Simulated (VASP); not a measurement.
# Os (P6_3/mmc) in VASP: notebook

The runs below take Os through single point, relaxation of shape and atoms at fixed volume, relaxation of cell and atoms, with PBEsol.

Everything below comes from runs of VASP 6.6.1. Logs are shortened: lines on timing, memory, paths and dates and some standing lists are left out, and cuts for length are marked.

**1. The cell of the first run**

It takes space group P6_3/mmc (No. 194, hexagonal). Conventional cell: a = 2.718 Å, b = 2.718 Å, c = 4.297 Å, α = 90.00°, β = 90.00°, γ = 120.00°. Within 3.5 Å of Os (site symmetry -6m2) lie 12 Os at 2.66 to 2.72 Å.

**2. Single point, PBEsol**

Input file INCAR:

```
SYSTEM = Os
PREC = Accurate
ENCUT = 520
EDIFF = 1E-6
ISMEAR = -1
SIGMA = 0.15
LREAL = .False.
LASPH = .True.
NELM = 100
ALGO = Fast
ISIF = 2
LWAVE = .False.
LCHARG = .False.
GGA = PS
NBANDS = 15
```

Input file KPOINTS:

```
Automatic mesh
0
Gamma
  18 18 10
  0 0 0
```

Input file POSCAR:

```
Os
1.0
    2.7180985557      0.0000000000      0.0000000000
   -1.3590492778      2.3539423992      0.0000000000
    0.0000000000      0.0000000000      4.2966965098
Os
2
Direct
    0.3333333333      0.6666666667      0.2500000000
    0.6666666667      0.3333333333      0.7500000000
```

Potentials or basis: VASP PAW PBE potentials, release 64 (Os).

Launch:

```console
> cat potpaw_PBE.64/Os/POTCAR > POTCAR
> mpirun -np 1 vasp_std > vasp.out
```

OUTCAR:

```text
SYSTEM = Os
   PREC = Accurate
   ENCUT = 520
   EDIFF = 1E-6
   ISMEAR = -1
   LREAL = .False.
   LASPH = .True.
   NELM = 100
   ISIF = 2
   GGA = PS

 ion  position               nearest neighbor table
   1  0.333  0.667  0.250-   2 2.66   2 2.66   2 2.66   2 2.66   2 2.66   2 2.66
   2  0.667  0.333  0.750-   1 2.66   1 2.66   1 2.66   1 2.66   1 2.66   1 2.66

  LATTYP: Found a hexagonal cell.
 ALAT       =     2.7180985557
 C/A-ratio  =     1.5807728902

  Lattice vectors:

 A1 = (   2.7180985557,   0.0000000000,   0.0000000000)
 A2 = (  -1.3590492778,   2.3539423992,   0.0000000000)
 A3 = (   0.0000000000,   0.0000000000,   4.2966965098)

Analysis of symmetry for initial positions (statically):
=====================================================================
 Subroutine PRICEL returns:
 Original cell was already a primitive cell.

 Routine SETGRP: Setting up the symmetry group for a
 hexagonal supercell.

 Subroutine GETGRP returns: Found 24 space group operations
 (whereof 12 operations were pure point group operations)
 out of a pool of 24 trial point group operations.

The static configuration has the point symmetry D_3d.
 The point group associated with its full space group is D_6h.

Analysis of symmetry for dynamics (positions and initial velocities):
=====================================================================
 Subroutine PRICEL returns:
 Original cell was already a primitive cell.

 Routine SETGRP: Setting up the symmetry group for a
 hexagonal supercell.

 Subroutine GETGRP returns: Found 24 space group operations
 (whereof 12 operations were pure point group operations)
 out of a pool of 24 trial point group operations.

The dynamic configuration has the point symmetry D_3d.
 The point group associated with its full space group is D_6h.

 Subroutine INISYM returns: Found 24 space group operations
 (whereof 12 operations are pure point group operations),
 and found     1 'primitive' translations

----------------------------------------------------------------------------------------

                                     Primitive cell

  volume of cell :      27.4913

  direct lattice vectors                    reciprocal lattice vectors
     2.718098556  0.000000000  0.000000000     0.367904246  0.212409616  0.000000000
    -1.359049278  2.353942399  0.000000000     0.000000000  0.424819231  0.000000000
     0.000000000  0.000000000  4.296696510     0.000000000  0.000000000  0.232736941

  length of vectors
     2.718098556  2.718098556  4.296696510     0.424819231  0.424819231  0.232736941

  position of ions in fractional coordinates (direct lattice)
     0.333333333  0.666666667  0.250000000
     0.666666667  0.333333333  0.750000000

  ion indices of the primitive-cell ions
   primitive index   ion index
                 1           1
                 2           2

----------------------------------------------------------------------------------------

 KPOINTS: Automatic mesh

Automatic generation of k-mesh.
 Grid dimensions read from file:
 generate k-points for:   18   18   10

 Generating k-lattice:

  Cartesian coordinates                     Fractional coordinates (reciprocal lattice)
     0.020439125  0.011800534  0.000000000     0.055555556 -0.000000000  0.000000000
     0.000000000  0.023601068  0.000000000     0.000000000  0.055555556  0.000000000
     0.000000000  0.000000000  0.023273694     0.000000000  0.000000000  0.100000000

  Length of vectors
     0.023601068  0.023601068  0.023273694

  Shift w.r.t. Gamma in fractional coordinates (k-lattice)
     0.000000000  0.000000000  0.000000000

 Subroutine IBZKPT returns following result:
 ===========================================

 Found    222 irreducible k-points:

 Following reciprocal coordinates:
            Coordinates               Weight
  0.000000  0.000000  0.000000      1.000000
  0.055556  0.000000  0.000000      6.000000
  0.111111  0.000000  0.000000      6.000000
  0.166667  0.000000  0.000000      6.000000
  0.222222  0.000000  0.000000      6.000000
  0.277778  0.000000  0.000000      6.000000
[... 16 lines left out ...]
  0.333333  0.111111  0.000000     12.000000
  0.388889  0.111111  0.000000     12.000000
 [... further k-points ...]
   k-points           NKPTS =    222   k-points in BZ     NKDIM =    222   number of bands    NBANDS=     15
   number of dos      NEDOS =    301   number of ions     NIONS =      2
   total plane-waves  NPLWV =  12800
   dimension x,y,z NGX =    20 NGY =   20 NGZ =   32
   dimension x,y,z NGXF=    40 NGYF=   40 NGZF=   64
   ions per type =               2
   NGX,Y,Z   is equivalent  to a cutoff of  12.23, 12.23, 12.38 a.u.
   NGXF,Y,Z  is equivalent  to a cutoff of  24.47, 24.47, 24.76 a.u.
 SYSTEM =  Os
   PREC   = accura    normal or accurate (medium, high low for compatibility)
   ISTART =      0    job   : 0-new  1-cont  2-samecut
   ICHARG =      2    charge: 1-file 2-atom 10-const
   ISPIN  =      1    spin polarized calculation?
   LNONCOLLINEAR =      F non collinear calculations
   LSORBIT =      F    spin-orbit coupling
   LASPH  =      T    aspherical Exc in radial PAW
   ENCUT  =  520.0 eV  38.22 Ry    6.18 a.u.   5.05  5.05  7.99*2*pi/ulx,y,z
   NELM   =    100;   NELMIN=  2; NELMDL= -5     # of ELM steps
   EDIFF  = 0.1E-05   stopping-criterion for ELM
   LREAL  =      F    real-space projection
   EDIFFG = 0.1E-04   stopping-criterion for IOM
   NSW    =      0    number of steps for IOM
   IBRION =     -1    ionic relax: 0-MD 1-quasi-New 2-CG
   NFREE  =      0    steps in history (QN), initial steepest desc. (CG)
   ISIF   =      2    stress and relaxation
   ISYM   =      2    0-nonsym 1-usesym 2-fastsym
   POTIM  = 0.5000    time-step for ionic-motion
   TEBEG  =    0.0;   TEEND  =   0.0 temperature during run
   PSTRESS=    0.0 pullay stress
   NELECT =      16.0000    total number of electrons
   NUPDOWN=      -1.0000    fix difference up-down
   EMIN   =  10.00;   EMAX   =-10.00  energy-range for DOS
   EFERMI =   0.00;   METHOD = LEGACY
   ISMEAR =    -1;   SIGMA  =   0.15  broadening in eV -4-tet -1-fermi 0-gaus
   EFERMI_NEDOS =   21; number of points for ismear=-14 and -15
   IALGO  =     68    algorithm
   IMIX   =      4    mixing-type and parameters
     AMIX     =   0.40;   BMIX     =  1.00
     AMIX_MAG =   1.60;   BMIX_MAG =  1.00
  volume/ion in A,a.u.               =      13.75        92.76
  Fermi-wavevector in a.u.,A,eV,Ry     =   1.366836  2.582945 25.418939  1.868239
  Thomas-Fermi vector in A             =   2.492941
   LORBIT       =      0    0 simple, 1 ext, 2 COOP (PROOUT), +10 PAW based schemes
   GGA     = PS    functional components
   LHFCALC =     F    Hartree Fock is set to
   AEXX    =    0.0000 exact exchange contribution
   IVDW    =     0    specifies the selected vdW correction
   LEPSILON=     F    determine dielectric tensor
   LRPA    =     F    only Hartree local field effects (RPA)
 non-spin polarized calculation
 RMM-DIIS sequential band-by-band and
  energy-cutoff  :      520.00
  volume of cell :       27.49
 maximum number of plane-waves:       759
   NGX = 11   NGY = 11   NGZ = 15

 number of electron      15.9999998 magnetization

 Free energy of the ion-electron system (eV)
  ---------------------------------------------------
  ext. energy  EPLUGINS =         0.00000000
  ---------------------------------------------------
  free energy    TOTEN  =       -24.52376575 eV

  energy without entropy =      -24.43423104  energy(sigma->0) =      -24.47899839

 E-fermi :   9.5955     XC(G=0): -14.2536

 val. band max:        9.5919109847   @ k =   0.2778   0.0000   0.1000
 cond. band min:       9.6054267696   @ k =   0.3333   0.1667   0.3000
 fundamental gap:      0.0135157848
 Fermi energy:         9.5954962298

 k-point     1 :       0.0000    0.0000    0.0000
  band No.  band energies     occupation
      1      -1.5804      2.00000
      2       1.5798      2.00000
      3       6.4268      2.00000
      4       6.4268      2.00000
      5       6.6838      2.00000
      6       7.2963      2.00000
      7       7.2963      2.00000
      8       7.9778      1.99996
      9       7.9778      1.99996
     10       9.5673      1.09356
     11      11.3168      0.00002
     12      11.3168      0.00002
     13      18.8234      0.00000
     14      23.6060      0.00000
     15      26.3558      0.00000

 k-point     2 :       0.0556    0.0000    0.0000
  band No.  band energies     occupation
      1      -1.4521      2.00000
      2       1.6947      2.00000
      3       6.1301      2.00000
      4       6.5404      2.00000
      5       6.9445      2.00000
      6       7.2172      2.00000
      7       7.4025      2.00000
      8       7.8208      1.99999
      9       7.8840      1.99998
     10       8.9605      1.97141
     11      11.3830      0.00001
     12      12.1120      0.00000
     13      18.8161      0.00000
     14      23.8765      0.00000
     15      26.5258      0.00000

 k-point     3 :       0.1111    0.0000    0.0000
  band No.  band energies     occupation
      1      -1.0782      2.00000
      2       2.0166      2.00000
      3       5.6956      2.00000
      4       6.8767      2.00000
      5       6.9740      2.00000
      6       7.1898      2.00000
      7       7.3506      2.00000
      8       7.6358      2.00000
      9       7.7162      1.99999
     10       8.3167      1.99960
     11      11.5508      0.00000
     12      13.4887      0.00000
     13      18.7719      0.00000
     14      24.6163      0.00000
     15      26.9711      0.00000
[... 343 lines left out ...]
 k-point    23 :       0.3333    0.1111    0.0000
  band No.  band energies     occupation
      1       2.4515      2.00000
      2       2.8094      2.00000
      3       3.3019      2.00000
      4       5.5010      2.00000
      5       5.9140      2.00000
      6       7.0576      2.00000
      7       7.2604      2.00000
      8      10.3633      0.01189
      9      11.1955      0.00005
     10      12.1334      0.00000
     11      12.5637      0.00000
     12      18.2356      0.00000
     13      18.8249      0.00000
     14      21.1598      0.00000
     15      21.2677      0.00000

 k-point    24 :       0.3889    0.1111    0.0000
  band No.  band energies     occupation
      1       2.5776      2.00000
      2       2.7084      2.00000
      3       3.0279      2.00000
      4       5.8595      2.00000
      5       5.9713      2.00000
      6       6.8787      2.00000
      7       7.5936      2.00000
      8      11.2127      0.00004
      9      11.6628      0.00000
     10      12.1640      0.00000
     11      13.6020      0.00000
     12      16.6703      0.00000
     13      19.1339      0.00000
     14      20.1941      0.00000
     15      22.0369      0.00000

 [... further k-points ...]
[... 5 lines left out ...]
  --------------------------------------------------------------------------------------
  -------------------------------------------------------------------------------------
  Total        0.9654057      0.9654057      0.9518931      0.0000000     -0.0000000      0.0000000
  in kB       56.2632381     56.2632381     55.4757318      0.0000000     -0.0000000      0.0000000
  external PRESSURE =      56.0007360 kB  Pullay stress =       0.0000000 kB

 VOLUME and BASIS-vectors are now :
 -----------------------------------------------------------------------------
  energy-cutoff  :      520.00
  volume of cell :       27.49
      direct lattice vectors                 reciprocal lattice vectors
     2.718098556  0.000000000  0.000000000     0.367904246  0.212409616  0.000000000
    -1.359049278  2.353942399  0.000000000     0.000000000  0.424819231  0.000000000
     0.000000000  0.000000000  4.296696510     0.000000000  0.000000000  0.232736941

 POSITION                                       TOTAL-FORCE (eV/Angst)
 -----------------------------------------------------------------------------------
     -0.00000      1.56929      1.07417        -0.000000      0.000000      0.000000
      1.35905      0.78465      3.22252         0.000000     -0.000000      0.000000
 -----------------------------------------------------------------------------------
    total drift:                               -0.000000      0.000000     -0.000000

  FREE ENERGIE OF THE ION-ELECTRON SYSTEM (eV)
  ---------------------------------------------------
  free  energy   TOTEN  =       -24.5237657467 eV

  energy  without entropy=      -24.4342310385  energy(sigma->0) =      -24.47899839
```

It took 40 s on 1 thread of AMD EPYC 9R45 (Zen 5), shared host; peak memory 0.16 GiB.

What came out:

- Free energy: -24.5238 eV
- Pressure: 5.6 GPa
- Band gap on the k mesh: zero (bands 8 and 9 overlap by 4.06 eV)

Caveat: the cell stands under pressure; the PAW data sets were made with another functional, which shifts forces and pressure a little; spin-orbit coupling is left out, which moves the levels of the heavy elements.

**3. Single point, PBEsol (14.18 Å³/atom)**

This run uses another cell than the first one, of 14.18 Å³/atom.

Input file INCAR:

```
PREC     = Accurate       # precision mode
ENCUT    = 520            # plane-wave cutoff, eV
EDIFF    = 1E-7           # SCF threshold, eV
ISMEAR   = -1             # smearing method
SIGMA    = 0.15           # smearing width, eV
LREAL    = False          # projectors in reciprocal space
LASPH    = True           # aspherical terms in the spheres
NELM     = 60             # most SCF steps
ALGO     = Normal         # electronic algorithm
ISIF     = 2              # what is computed and relaxed
LWAVE    = False          # write WAVECAR
LCHARG   = True           # write CHGCAR
GGA      = PS             # functional
LELF     = True           # ELF
LVHAR    = True         
NBANDS   = 15             # bands
```

Input file KPOINTS:

```
Automatic mesh
0
Gamma
  18 18 10
```

Input file POSCAR:

```
Os
1.0
    2.7478971073      0.0000000000      0.0000000000
   -1.3739485536      2.3797487019      0.0000000000
    0.0000000000      0.0000000000      4.3371460578
Os
2
Direct
    0.3333333333      0.6666666667      0.2500000000
    0.6666666667      0.3333333333      0.7500000000
```

Potentials or basis: VASP PAW PBE potentials, release 64 (Os).

Launch:

```console
> cat potpaw_PBE.64/Os/POTCAR > POTCAR
> mpirun -np 1 vasp_std > vasp.out
```

Run time: 38 s. Hardware: 1 thread of AMD EPYC 9R45 (Zen 5), shared host; peak memory 0.17 GiB.

The run converged. Its results:

```
Free energy            : -24.5173 eV
Pressure               : -7.9 GPa
Band gap on the k mesh : zero (bands 8 and 9 overlap by 3.85 eV)
```

Stress tensor (GPa, compression positive):
```
-7.85  0.00  0.00
 0.00 -7.85  0.00
 0.00  0.00 -7.93
```

Levels at points of the mesh, in eV from the Fermi level:
```tsv
k point	band 6	band 7	band 8	band 9	band 10	band 11
(0.00, 0.00, 0.00)	-2.19	-2.19	-1.56	-1.56	-0.01	1.64
(0.50, 0.00, 0.00)	-2.55	-1.87	1.97	2.52	2.65	4.30
(0.00, 0.00, 0.50)	-3.22	-3.22	-3.22	0.86	0.86	0.86
(0.50, 0.00, 0.50)	-1.21	-0.20	-0.20	2.30	2.30	3.22
```

Caveat: the cell stands under tension; the PAW data sets were made with another functional, which shifts forces and pressure a little; spin-orbit coupling is left out, which moves the levels of the heavy elements.

(Continued in part 2 of 2.)

The gap in the log of VASP goes by the Fermi energy; the results here count the filled bands.